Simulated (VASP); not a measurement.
# Cu (I4/mmm) in VASP: further runs

Cu is run at these levels: r2SCAN+D3(BJ); tasks: single point.

All numbers are computed with VASP 6.6.1; they aren't measurements. Logs are shortened: lines on timing, memory, paths and dates and some standing lists are left out, and cuts for length are marked.

## 1. The cell of the first run

The structure is tetragonal, space group I4/mmm (No. 139). The conventional cell has a = 2.886 Å, b = 2.886 Å, c = 2.752 Å, α = 90.00°, β = 90.00°, γ = 90.00°. Within 3.2 Å of Cu (site symmetry 4/mmm) lie 14 Cu at 2.46 to 2.89 Å.

## 2. Single point, r2SCAN+D3(BJ)

Contents of POSCAR:

```
Cu
1.0
    2.4610779577      0.0000000286      0.0000000511
   -0.9222398689      2.2817489647      0.0000000511
   -0.7694190867     -1.1408745594      2.0404176588
Cu
1
Direct
    0.0000000000      0.0000000000      0.0000000000
```

Contents of INCAR.step1:

```
PREC = Accurate ; ENCUT = 520
ISMEAR = -1 ; SIGMA = 0.1
LREAL = F ; LASPH = T
NELM = 60 ; NBANDS = 12
GGA = PE ; ALGO = Normal
EDIFF = 1E-4 ; LWAVE = T
LCHARG = F
```

Contents of INCAR.step2:

```
PREC = Accurate ; ENCUT = 520
EDIFF = 1E-7 ; ISMEAR = -1
SIGMA = 0.1 ; LREAL = F
LASPH = T ; NELM = 60
ALGO = Normal ; ISIF = 2
LWAVE = F ; LCHARG = F
METAGGA = R2SCAN ; LMIXTAU = T
IVDW = 12 ; VDW_S6 = 1.0
VDW_S8 = 0.78981345 ; VDW_A1 = 0.49484001
VDW_A2 = 5.73083694 ; NBANDS = 12
ISTART = 1
```

Contents of KPOINTS:

```
regular mesh
0
Gamma
  4 4 4
```

Potentials or basis: VASP PAW PBE potentials, release 64 (Cu).

The run is started by

```
cat potpaw_PBE.64/Cu/POTCAR > POTCAR
cp INCAR.step1 INCAR
mpirun -np 1 vasp_std > vasp.out
cp INCAR.step2 INCAR
mpirun -np 1 vasp_std > vasp.out
```

OUTCAR:

```text
PREC = Accurate
   ENCUT = 520
   EDIFF = 1E-7
   ISMEAR = -1
   LREAL = F
   LASPH = T
   NELM = 60
   ISIF = 2
   METAGGA = R2SCAN
   IVDW = 12
   ISTART = 1
 IVDW          = 12

 ion  position               nearest neighbor table
   1  0.000  0.000  0.000-

  LATTYP: Found a body centered tetragonal cell.
 ALAT       =     2.8855863982
 C/A-ratio  =     0.9537621169

  Lattice vectors:

 A1 = (   2.4610779577,   0.0000000286,   0.0000000511)
 A2 = (  -0.9222398689,   2.2817489647,   0.0000000511)
 A3 = (  -0.7694190867,  -1.1408745594,   2.0404176588)

Analysis of symmetry for initial positions (statically):
=====================================================================
 Subroutine PRICEL returns:
 Original cell was already a primitive cell.

 Routine SETGRP: Setting up the symmetry group for a
 body centered tetragonal supercell.

 Subroutine GETGRP returns: Found 16 space group operations
 (whereof 16 operations were pure point group operations)
 out of a pool of 16 trial point group operations.

The static configuration has the point symmetry D_4h.

Analysis of symmetry for dynamics (positions and initial velocities):
=====================================================================
 Subroutine PRICEL returns:
 Original cell was already a primitive cell.

 Routine SETGRP: Setting up the symmetry group for a
 body centered tetragonal supercell.

 Subroutine GETGRP returns: Found 16 space group operations
 (whereof 16 operations were pure point group operations)
 out of a pool of 16 trial point group operations.

The dynamic configuration has the point symmetry D_4h.

 Subroutine INISYM returns: Found 16 space group operations
 (whereof 16 operations are pure point group operations),
 and found     1 'primitive' translations

----------------------------------------------------------------------------------------

                                     Primitive cell

  volume of cell :      11.4581

  direct lattice vectors                    reciprocal lattice vectors
     2.461077958  0.000000029  0.000000051     0.406326008  0.164229299  0.245047877
    -0.922239869  2.281748965  0.000000051    -0.000000010  0.438260297  0.245047877
    -0.769419087 -1.140874559  2.040417659    -0.000000010 -0.000000015  0.490095727

  length of vectors
     2.461077958  2.461077958  2.461077958     0.502116072  0.502116072  0.490095727

  position of ions in fractional coordinates (direct lattice)
     0.000000000  0.000000000  0.000000000

  ion indices of the primitive-cell ions
   primitive index   ion index
                 1           1

----------------------------------------------------------------------------------------

 KPOINTS: regular mesh

Automatic generation of k-mesh.
 Grid dimensions read from file:
 generate k-points for:    4    4    4

 Generating k-lattice:

  Cartesian coordinates                     Fractional coordinates (reciprocal lattice)
     0.101581502  0.041057325  0.061261969     0.250000000 -0.000000000  0.000000000
    -0.000000003  0.109565074  0.061261969    -0.000000000  0.250000000  0.000000000
    -0.000000003 -0.000000004  0.122523932     0.000000000 -0.000000000  0.250000000

  Length of vectors
     0.125529018  0.125529018  0.122523932

  Shift w.r.t. Gamma in fractional coordinates (k-lattice)
     0.000000000  0.000000000  0.000000000

 Subroutine IBZKPT returns following result:
 ===========================================

 Found     13 irreducible k-points:

 Following reciprocal coordinates:
            Coordinates               Weight
  0.000000  0.000000  0.000000      1.000000
  0.250000  0.000000  0.000000      8.000000
  0.500000  0.000000  0.000000      4.000000
  0.250000  0.250000  0.000000      8.000000
  0.500000  0.250000  0.000000     16.000000
 -0.250000  0.250000 -0.000000      4.000000
  0.500000  0.500000  0.000000      2.000000
  0.250000  0.250000  0.250000      2.000000
 -0.250000  0.250000  0.250000      4.000000
  0.500000  0.500000  0.250000      4.000000
 -0.250000  0.500000  0.250000      8.000000
 -0.250000 -0.250000  0.250000      2.000000
  0.500000  0.500000  0.500000      1.000000
   k-points           NKPTS =     13   k-points in BZ     NKDIM =     13   number of bands    NBANDS=     12
   number of dos      NEDOS =    301   number of ions     NIONS =      1
   total plane-waves  NPLWV =   5832
   dimension x,y,z NGX =    18 NGY =   18 NGZ =   18
   dimension x,y,z NGXF=    36 NGYF=   36 NGZF=   36
   ions per type =               1
   NGX,Y,Z   is equivalent  to a cutoff of  12.16, 12.16, 12.16 a.u.
   NGXF,Y,Z  is equivalent  to a cutoff of  24.32, 24.32, 24.32 a.u.
 SYSTEM =  unknown system
   PREC   = accura    normal or accurate (medium, high low for compatibility)
   ISTART =      1    job   : 0-new  1-cont  2-samecut
   ICHARG =      0    charge: 1-file 2-atom 10-const
   ISPIN  =      1    spin polarized calculation?
   LNONCOLLINEAR =      F non collinear calculations
   LSORBIT =      F    spin-orbit coupling
   LASPH  =      T    aspherical Exc in radial PAW
   ENCUT  =  520.0 eV  38.22 Ry    6.18 a.u.   4.58  4.58  4.58*2*pi/ulx,y,z
   NELM   =     60;   NELMIN=  2; NELMDL=  0     # of ELM steps
   EDIFF  = 0.1E-06   stopping-criterion for ELM
   LREAL  =      F    real-space projection
   EDIFFG = 0.1E-05   stopping-criterion for IOM
   NSW    =      0    number of steps for IOM
   IBRION =     -1    ionic relax: 0-MD 1-quasi-New 2-CG
   NFREE  =      0    steps in history (QN), initial steepest desc. (CG)
   ISIF   =      2    stress and relaxation
   ISYM   =      2    0-nonsym 1-usesym 2-fastsym
   POTIM  = 0.5000    time-step for ionic-motion
   TEBEG  =    0.0;   TEEND  =   0.0 temperature during run
   PSTRESS=    0.0 pullay stress
   NELECT =      11.0000    total number of electrons
   NUPDOWN=      -1.0000    fix difference up-down
   EMIN   =  10.00;   EMAX   =-10.00  energy-range for DOS
   EFERMI =   0.00;   METHOD = LEGACY
   ISMEAR =    -1;   SIGMA  =   0.10  broadening in eV -4-tet -1-fermi 0-gaus
   EFERMI_NEDOS =   21; number of points for ismear=-14 and -15
   IALGO  =     38    algorithm
   IMIX   =      4    mixing-type and parameters
     AMIX     =   0.40;   BMIX     =  1.00
     AMIX_MAG =   1.60;   BMIX_MAG =  1.00
  volume/ion in A,a.u.               =      11.46        77.32
  Fermi-wavevector in a.u.,A,eV,Ry     =   1.614984  3.051878 35.486363  2.608174
  Thomas-Fermi vector in A             =   2.709805
   LORBIT       =      0    0 simple, 1 ext, 2 COOP (PROOUT), +10 PAW based schemes
   METAGGA = R2SCAN    functional components
   LHFCALC =     F    Hartree Fock is set to
   AEXX    =    0.0000 exact exchange contribution
   IVDW    =    12    specifies the selected vdW correction
   LEPSILON=     F    determine dielectric tensor
   LRPA    =     F    only Hartree local field effects (RPA)
 non-spin polarized calculation
  energy-cutoff  :      520.00
  volume of cell :       11.46
 maximum number of plane-waves:       321
   NGX =  9   NGY =  9   NGZ =  9

 number of electron      10.9999998 magnetization

 Free energy of the ion-electron system (eV)
  ---------------------------------------------------
  ext. energy  EPLUGINS =         0.00000000
  ---------------------------------------------------
  free energy    TOTEN  =       -10.60720909 eV

  energy without entropy =      -10.56594141  energy(sigma->0) =      -10.58657525

 E-fermi :   7.8681     XC(G=0): -14.0031

 val. band max:        7.1897658561   @ k =   0.5000   0.0000   0.0000
 cond. band min:       7.9120770702   @ k =   0.5000   0.2500   0.0000
 fundamental gap:      0.7223112141
 Fermi energy:         7.8680948681

 k-point     1 :       0.0000    0.0000    0.0000
  band No.  band energies     occupation
      1      -2.1680      2.00000
      2       4.1570      2.00000
      3       4.3474      2.00000
      4       4.3477      2.00000
      5       5.1994      2.00000
      6       5.4004      2.00000
      7      33.6332      0.00000
      8      33.6332      0.00000
      9      34.9552      0.00000
     10      37.9052      0.00000
     11      38.0834      0.00000
     12      38.0835      0.00000

 k-point     2 :       0.2500    0.0000    0.0000
  band No.  band energies     occupation
      1       0.2387      2.00000
      2       3.8408      2.00000
      3       4.2460      2.00000
      4       5.1098      2.00000
      5       5.2095      2.00000
      6       5.3392      2.00000
      7      22.4871      0.00000
      8      28.8506      0.00000
      9      29.6898      0.00000
     10      31.1840      0.00000
     11      33.9154      0.00000
     12      39.2813      0.00000

 k-point     3 :       0.5000    0.0000    0.0000
  band No.  band energies     occupation
      1       2.2829      2.00000
      2       3.4487      2.00000
      3       5.2903      2.00000
      4       5.5108      2.00000
      5       6.1074      2.00000
      6       7.1898      1.99774
      7      12.6239      0.00000
      8      25.8934      0.00000
      9      26.1568      0.00000
     10      29.8437      0.00000
     11      33.1629      0.00000
     12      43.4932      0.00000
[... 121 lines left out ...]
 k-point    12 :      -0.2500   -0.2500    0.2500
  band No.  band energies     occupation
      1       2.2021      2.00000
      2       4.0758      2.00000
      3       4.5167      2.00000
      4       4.5169      2.00000
      5       5.0665      2.00000
      6       6.4914      2.00000
      7      23.0704      0.00000
      8      23.0705      0.00000
      9      24.3885      0.00000
     10      26.0358      0.00000
     11      40.9199      0.00000
     12      41.0446      0.00000

 k-point    13 :       0.5000    0.5000    0.5000
  band No.  band energies     occupation
      1       2.5962      2.00000
      2       2.6461      2.00000
      3       5.9061      2.00000
      4       5.9064      2.00000
      5       5.9644      2.00000
      6      15.9257      0.00000
      7      15.9259      0.00000
      8      17.8640      0.00000
      9      21.4045      0.00000
     10      22.1189      0.00000
     11      25.4189      0.00000
     12      48.7097      0.00000

------------------------ aborting loop because EDIFF is reached ----------------------------------------

 Edisp (eV)   -0.28295

 E8    (eV) :    -0.0948

  FORCE on cell =-STRESS in cart. coord.  units (eV):
  Direction    XX          YY          ZZ          XY          YZ          ZX
  --------------------------------------------------------------------------------------
  -------------------------------------------------------------------------------------
  Total      -0.25604    -0.25774    -0.25463    -0.00210    -0.00000    -0.00000
  in kB     -35.80251   -36.04022   -35.60419    -0.29407    -0.00000    -0.00000
  external pressure =      -35.82 kB  Pullay stress =        0.00 kB

 VOLUME and BASIS-vectors are now :
 -----------------------------------------------------------------------------
  energy-cutoff  :      520.00
  volume of cell :       11.46
      direct lattice vectors                 reciprocal lattice vectors
     2.461077958  0.000000029  0.000000051     0.406326008  0.164229299  0.245047877
    -0.922239869  2.281748965  0.000000051    -0.000000010  0.438260297  0.245047877
    -0.769419087 -1.140874559  2.040417659    -0.000000010 -0.000000015  0.490095727

 POSITION                                       TOTAL-FORCE (eV/Angst)
 -----------------------------------------------------------------------------------
      0.00000      0.00000      0.00000         0.000000     -0.000000      0.000000
 -----------------------------------------------------------------------------------
    total drift:                                0.000000      0.000000      0.000000

  FREE ENERGIE OF THE ION-ELECTRON SYSTEM (eV)
  ---------------------------------------------------
  free  energy   TOTEN  =       -10.8901585362 eV

  energy  without entropy=      -10.8488908556  energy(sigma->0) =      -10.86952470
```

Run time: 12 s. Hardware: 1 thread of Intel Xeon Platinum 8488C (Sapphire Rapids), shared host; peak memory 0.13 GiB.

What came out:

```
Free energy                : -10.8902 eV
Pressure                   : -3.6 GPa
Dispersion energy per atom : -0.283 eV
```

Caveat: the k points lie up to 0.79 Å⁻¹ apart; the PAW data sets were made with another functional, which shifts forces and pressure a little; pairwise dispersion overbinds metals, which lowers pressure and volume.

(Part 1 of 2 ends here.)
